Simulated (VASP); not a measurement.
# Ni (Im-3m) in VASP: relaxation of volume and atoms at fixed shape with LDA

Aim: the relaxation of volume and atoms at fixed shape of Ni with LDA.

Everything below comes from runs of VASP 6.6.1. Logs are shortened: lines on timing, memory, paths and dates and some standing lists are left out, and cuts for length are marked.

### 1 The cell of the first run

The structure is cubic, space group Im-3m (No. 229). Conventional cell: a = 2.767 Å, b = 2.767 Å, c = 2.767 Å, α = 90.00°, β = 90.00°, γ = 90.00°. Ni (site symmetry m-3m) has 14 Ni at 2.40 to 2.77 Å within 3.2 Å.

This isn't the form of Ni at room conditions, which is fcc.

### 2 Relaxation of volume and atoms at fixed shape, LDA, collinear spin, ferromagnetic start

File INCAR:

```
SYSTEM = Ni
  PREC = Accurate
  ENCUT = 600
  EDIFF = 1E-7
  ISMEAR = -1
  SIGMA = 0.1
  LREAL = .FALSE.
  LASPH = .TRUE.
  NELM = 150
  ALGO = Normal
  ISIF = 8
  LWAVE = .FALSE.
  LCHARG = .FALSE.
  ISPIN = 2
  MAGMOM = 1
  LORBIT = 11
  LMAXMIX = 4
  IBRION = 2
  NSW = 80
  EDIFFG = -0.005
```

File KPOINTS:

```
Automatic mesh
0
G
  17 17 17
  0 0 0
```

File POSCAR:

```
Ni
1.0
   -1.3837200000      1.3837200000      1.3837200000
    1.3837200000     -1.3837200000      1.3837200000
    1.3837200000      1.3837200000     -1.3837200000
Ni
1
Direct
    0.0000000000      0.0000000000      0.0000000000
```

Potentials or basis: VASP PAW LDA potentials, release 64 (Ni).

Launch:

```bash
$ cat potpaw_LDA.64/Ni/POTCAR > POTCAR
$ mpirun -np 1 vasp_std > vasp.out
```

OUTCAR:

```text
SYSTEM = Ni
   PREC = Accurate
   ENCUT = 600
   EDIFF = 1E-7
   ISMEAR = -1
   LREAL = .FALSE.
   LASPH = .TRUE.
   NELM = 150
   ISIF = 8
   ISPIN = 2
   LORBIT = 11
   IBRION = 2
   NSW = 80
   EDIFFG = -0.005

 ion  position               nearest neighbor table
   1  0.000  0.000  0.000-

  LATTYP: Found a body centered cubic cell.
 ALAT       =     2.7674400000

  Lattice vectors:

 A1 = (  -1.3837200000,   1.3837200000,   1.3837200000)
 A2 = (   1.3837200000,  -1.3837200000,   1.3837200000)
 A3 = (   1.3837200000,   1.3837200000,  -1.3837200000)

Analysis of symmetry for initial positions (statically):
=====================================================================
 Subroutine PRICEL returns:
 Original cell was already a primitive cell.

 Routine SETGRP: Setting up the symmetry group for a
 body centered cubic supercell.

 Subroutine GETGRP returns: Found 48 space group operations
 (whereof 48 operations were pure point group operations)
 out of a pool of 48 trial point group operations.

The static configuration has the point symmetry O_h .

Analysis of symmetry for dynamics (positions and initial velocities):
=====================================================================
 Subroutine PRICEL returns:
 Original cell was already a primitive cell.

 Routine SETGRP: Setting up the symmetry group for a
 body centered cubic supercell.

 Subroutine GETGRP returns: Found 48 space group operations
 (whereof 48 operations were pure point group operations)
 out of a pool of 48 trial point group operations.

The dynamic configuration has the point symmetry O_h .

Analysis of structural, dynamic, and magnetic symmetry:
=====================================================================
 Subroutine PRICEL returns:
 Original cell was already a primitive cell.

 Routine SETGRP: Setting up the symmetry group for a
 body centered cubic supercell.

 Subroutine GETGRP returns: Found 48 space group operations
 (whereof 48 operations were pure point group operations)
 out of a pool of 48 trial point group operations.

The overall configuration has the point symmetry O_h .

 Subroutine INISYM returns: Found 48 space group operations
 (whereof 48 operations are pure point group operations),
 and found     1 'primitive' translations

----------------------------------------------------------------------------------------

                                     Primitive cell

  volume of cell :      10.5975

  direct lattice vectors                    reciprocal lattice vectors
    -1.383720000  1.383720000  1.383720000     0.000000000  0.361344781  0.361344781
     1.383720000 -1.383720000  1.383720000     0.361344781  0.000000000  0.361344781
     1.383720000  1.383720000 -1.383720000     0.361344781  0.361344781  0.000000000

  length of vectors
     2.396673343  2.396673343  2.396673343     0.511018690  0.511018690  0.511018690

  position of ions in fractional coordinates (direct lattice)
     0.000000000  0.000000000  0.000000000

  ion indices of the primitive-cell ions
   primitive index   ion index
                 1           1

----------------------------------------------------------------------------------------

 KPOINTS: Automatic mesh

Automatic generation of k-mesh.
 Grid dimensions read from file:
 generate k-points for:   17   17   17

 Generating k-lattice:

  Cartesian coordinates                     Fractional coordinates (reciprocal lattice)
     0.000000000  0.021255575  0.021255575     0.058823529  0.000000000  0.000000000
     0.021255575  0.000000000  0.021255575     0.000000000  0.058823529  0.000000000
     0.021255575  0.021255575  0.000000000     0.000000000  0.000000000  0.058823529

  Length of vectors
     0.030059923  0.030059923  0.030059923

  Shift w.r.t. Gamma in fractional coordinates (k-lattice)
     0.000000000  0.000000000  0.000000000

 Subroutine IBZKPT returns following result:
 ===========================================

 Found    165 irreducible k-points:

 Following reciprocal coordinates:
            Coordinates               Weight
  0.000000  0.000000  0.000000      1.000000
  0.058824  0.000000  0.000000     12.000000
  0.117647  0.000000  0.000000     12.000000
  0.176471  0.000000  0.000000     12.000000
  0.235294  0.000000  0.000000     12.000000
  0.294118  0.000000  0.000000     12.000000
[... 16 lines left out ...]
  0.411765  0.117647  0.000000     48.000000
  0.176471  0.176471  0.000000     24.000000
 [... further k-points ...]
   k-points           NKPTS =    165   k-points in BZ     NKDIM =    165   number of bands    NBANDS=     10
   number of dos      NEDOS =    301   number of ions     NIONS =      1
   total plane-waves  NPLWV =   8000
   dimension x,y,z NGX =    20 NGY =   20 NGZ =   20
   dimension x,y,z NGXF=    40 NGYF=   40 NGZF=   40
   ions per type =               1
   NGX,Y,Z   is equivalent  to a cutoff of  13.87, 13.87, 13.87 a.u.
   NGXF,Y,Z  is equivalent  to a cutoff of  27.75, 27.75, 27.75 a.u.
 SYSTEM =  Ni
   PREC   = accura    normal or accurate (medium, high low for compatibility)
   ISTART =      0    job   : 0-new  1-cont  2-samecut
   ICHARG =      2    charge: 1-file 2-atom 10-const
   ISPIN  =      2    spin polarized calculation?
   LNONCOLLINEAR =      F non collinear calculations
   LSORBIT =      F    spin-orbit coupling
   LASPH  =      T    aspherical Exc in radial PAW
   ENCUT  =  600.0 eV  44.10 Ry    6.64 a.u.   4.79  4.79  4.79*2*pi/ulx,y,z
   NELM   =    150;   NELMIN=  2; NELMDL= -5     # of ELM steps
   EDIFF  = 0.1E-06   stopping-criterion for ELM
   LREAL  =      F    real-space projection
   EDIFFG = -.5E-02   stopping-criterion for IOM
   NSW    =     80    number of steps for IOM
   IBRION =      2    ionic relax: 0-MD 1-quasi-New 2-CG
   NFREE  =      1    steps in history (QN), initial steepest desc. (CG)
   ISIF   =      8    stress and relaxation
   ISYM   =      2    0-nonsym 1-usesym 2-fastsym
   POTIM  = 0.5000    time-step for ionic-motion
   TEBEG  =    0.0;   TEEND  =   0.0 temperature during run
   PSTRESS=    0.0 pullay stress
   NELECT =      10.0000    total number of electrons
   NUPDOWN=      -1.0000    fix difference up-down
   EMIN   =  10.00;   EMAX   =-10.00  energy-range for DOS
   EFERMI =   0.00;   METHOD = LEGACY
   ISMEAR =    -1;   SIGMA  =   0.10  broadening in eV -4-tet -1-fermi 0-gaus
   EFERMI_NEDOS =   21; number of points for ismear=-14 and -15
   IALGO  =     38    algorithm
   IMIX   =      4    mixing-type and parameters
     AMIX     =   0.40;   BMIX     =  1.00
     AMIX_MAG =   1.60;   BMIX_MAG =  1.00
  volume/ion in A,a.u.               =      10.60        71.52
  Fermi-wavevector in a.u.,A,eV,Ry     =   1.605733  3.034395 35.080961  2.578378
  Thomas-Fermi vector in A             =   2.702032
   LORBIT       =     11    0 simple, 1 ext, 2 COOP (PROOUT), +10 PAW based schemes
   GGA     = CA    functional components
   LHFCALC =     F    Hartree Fock is set to
   AEXX    =    0.0000 exact exchange contribution
   IVDW    =     0    specifies the selected vdW correction
   LEPSILON=     F    determine dielectric tensor
   LRPA    =     F    only Hartree local field effects (RPA)
 conjugate gradient relaxation of ions
 spin polarized calculation
  energy-cutoff  :      600.00
  volume of cell :       10.60
 maximum number of plane-waves:       370
   NGX =  9   NGY =  9   NGZ =  9

--------------------------------------- Ionic step        1  -------------------------------------------

 number of electron      10.0000001 magnetization       0.2950571

 Free energy of the ion-electron system (eV)
  ---------------------------------------------------
  ext. energy  EPLUGINS =         0.00000000
  ---------------------------------------------------
  free energy    TOTEN  =        -6.49203071 eV

  energy without entropy =       -6.42627513  energy(sigma->0) =       -6.45915292

 E-fermi :   9.2728     XC(G=0): -13.7660

 val. band max:        9.2727751084   @ k =   0.4118   0.0000   0.0000
 cond. band min:       9.2736223005   @ k =  -0.2941   0.2941   0.1176
 fundamental gap:      0.0008471921
 Fermi energy:         9.2727876016

 spin component 1

 k-point     1 :       0.0000    0.0000    0.0000
  band No.  band energies     occupation
      1       0.2509      1.00000
      2       7.1066      1.00000
      3       7.1066      1.00000
      4       7.1066      1.00000
      5       8.5395      0.99935
      6       8.5395      0.99935
      7      36.0710      0.00000
      8      36.0710      0.00000
      9      36.0710      0.00000
     10      41.1627      0.00000

 k-point     2 :       0.0588    0.0000    0.0000
  band No.  band energies     occupation
      1       0.3971      1.00000
      2       7.0719      1.00000
      3       7.1041      1.00000
      4       7.1752      1.00000
      5       8.5041      0.99954
      6       8.5422      0.99933
      7      34.8984      0.00000
      8      35.8063      0.00000
      9      35.8843      0.00000
     10      40.0117      0.00000
[... 766 lines left out ...]
 POSITION                                       TOTAL-FORCE (eV/Angst)
 -----------------------------------------------------------------------------------
      0.00000      0.00000      0.00000        -0.000000      0.000000     -0.000000
 -----------------------------------------------------------------------------------
    total drift:                                0.000000     -0.000000      0.000000

  FREE ENERGIE OF THE ION-ELECTRON SYSTEM (eV)
  ---------------------------------------------------
  free  energy   TOTEN  =        -6.5118364968 eV

  energy  without entropy=       -6.4493674702  energy(sigma->0) =       -6.48060198

--------------------------------------- Ionic step        6  -------------------------------------------

 number of electron      10.0000006 magnetization      -0.0000042

 Free energy of the ion-electron system (eV)
  ---------------------------------------------------
  ext. energy  EPLUGINS =         0.00000000
  ---------------------------------------------------
  free energy    TOTEN  =        -6.51183949 eV

  energy without entropy =       -6.44942862  energy(sigma->0) =       -6.48063406

 E-fermi :  10.0377     XC(G=0): -14.0820

 val. band max:       10.0188737957   @ k =  -0.3529   0.4706   0.2353
 cond. band min:      10.0430333977   @ k =  -0.4118   0.4118   0.4118
 fundamental gap:      0.0241596020
 Fermi energy:        10.0376688811

 spin component 1

 k-point     1 :       0.0000    0.0000    0.0000
  band No.  band energies     occupation
      1       0.6788      1.00000
      2       7.8883      1.00000
      3       7.8883      1.00000
      4       7.8883      1.00000
      5       9.4193      0.99794
      6       9.4193      0.99794
      7      37.3922      0.00000
      8      37.3922      0.00000
      9      37.3922      0.00000
     10      42.8798      0.00000

 k-point     2 :       0.0588    0.0000    0.0000
  band No.  band energies     occupation
      1       0.8309      1.00000
      2       7.8500      1.00000
      3       7.8850      1.00000
      4       7.9628      1.00000
      5       9.3801      0.99861
      6       9.4223      0.99788
      7      36.2690      0.00000
      8      37.1448      0.00000
      9      37.2363      0.00000
     10      41.8504      0.00000
[... 624 lines left out ...]
 POSITION                                       TOTAL-FORCE (eV/Angst)
 -----------------------------------------------------------------------------------
      0.00000      0.00000      0.00000         0.000000     -0.000000      0.000000
 -----------------------------------------------------------------------------------
    total drift:                                0.000000     -0.000000      0.000000

  FREE ENERGIE OF THE ION-ELECTRON SYSTEM (eV)
  ---------------------------------------------------
  free  energy   TOTEN  =        -6.5118394931 eV

  energy  without entropy=       -6.4494286182  energy(sigma->0) =       -6.48063406

 reached required accuracy - stopping structural energy minimisation

 total charge

# of ion       s       p       d       tot
------------------------------------------
    1        0.527   0.560   8.387   9.474

 magnetization (x)

# of ion       s       p       d       tot
------------------------------------------
    1        0.000   0.000  -0.000  -0.000
```

Wall time 77 s (1 thread of Intel Xeon 6975P-C (Granite Rapids), shared host); peak memory 0.16 GiB.

Results:

| Item | Value |
| --- | --- |
| Free energy | -6.5118 eV |
| Relaxed volume | 10.06 Å³/atom |
| Relaxed cell | a = 2.355 Å, b = 2.355 Å, c = 2.355 Å, α = 109.47°, β = 109.47°, γ = 109.47° |
| Space group after relaxing (to 0.1 Å) | Im-3m (No. 229) |
| Energy gained by relaxing | 19.8 meV/atom |
| Ionic steps | 6 |
| Pressure after relaxing | 0.0 GPa |
| Band gap on the k mesh | zero (filled and empty bands overlap) |
| Net moment | 0.00 μB per cell |
| Valence electrons inside the program's atomic spheres | Ni 9.47 |

The path:
```tsv
step	energy change (eV)	largest force (eV/Å)	pressure (GPa)	volume (Å³)
1	0.0000	0.0000	-10.96	10.60
2	0.0046	0.0000	15.47	9.52
3	-0.0198	0.0000	-0.13	10.06
4	-0.0198	0.0000	0.15	10.05
5	-0.0198	0.0000	-0.15	10.06
6	-0.0198	0.0000	0.00	10.06
```

Final structure:
```cif
data_structure
_symmetry_space_group_name_H-M 'P 1'
_symmetry_Int_Tables_number 1
_cell_length_a 2.3553
_cell_length_b 2.3553
_cell_length_c 2.3553
_cell_angle_alpha 109.471
_cell_angle_beta 109.471
_cell_angle_gamma 109.471
_cell_volume 10.06
loop_
_atom_site_label
_atom_site_type_symbol
_atom_site_fract_x
_atom_site_fract_y
_atom_site_fract_z
_atom_site_occupancy
Ni1 Ni 0.00000 0.00000 0.00000 1
```

Levels at points of the mesh, in eV from the Fermi level:
Spin up:
```
           k point  band 2  band 3  band 4  band 5  band 6  band 7  band 8  band 9
(0.00, 0.00, 0.00)   -2.15   -2.15   -2.15   -0.62   -0.62   27.35   27.35   27.35
```
Spin down:
| k point | band 3 | band 4 | band 5 | band 6 | band 7 | band 8 |
| --- | --- | --- | --- | --- | --- | --- |
| (0.00, 0.00, 0.00) | -2.15 | -2.15 | -0.62 | -0.62 | 27.35 | 27.35 |
